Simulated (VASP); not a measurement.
Here is a VASP 6.6.1 calculation.

Contents of INCAR:

```
ALGO = Normal
EDIFF = 1E-6
ENCUT = 520
GGA = RP
ISIF = 2
ISMEAR = -5
ISPIN = 2
LASPH = T
LCHARG = F
LORBIT = 11
LREAL = F
LWAVE = F
MAGMOM = 1
NBANDS = 17
NELM = 150
NUPDOWN = 1.0
PREC = Accurate
SIGMA = 0.05
```

File KPOINTS:

```
k-points
0
Gamma
  9 9 9
```

The input POSCAR:

```
Pb
1.0
   -1.9529041306      1.9529041306      1.9529041306
    1.9529041306     -1.9529041306      1.9529041306
    1.9529041306      1.9529041306     -1.9529041306
Pb
1
Direct
    0.0000000000      0.0000000000      0.0000000000
```

Potentials or basis: VASP PAW PBE potentials, release 64 (Pb_d).

Command:

```console
$ cat potpaw_PBE.64/Pb_d/POTCAR > POTCAR
$ mpirun -np 1 vasp_std > vasp.out
```

Task: Predict the pressure.

Result: 8.5 GPa.

Caveat: the PAW data sets were made with another functional, which shifts forces and pressure a little; the total moment is fixed, so each spin has its own Fermi level.
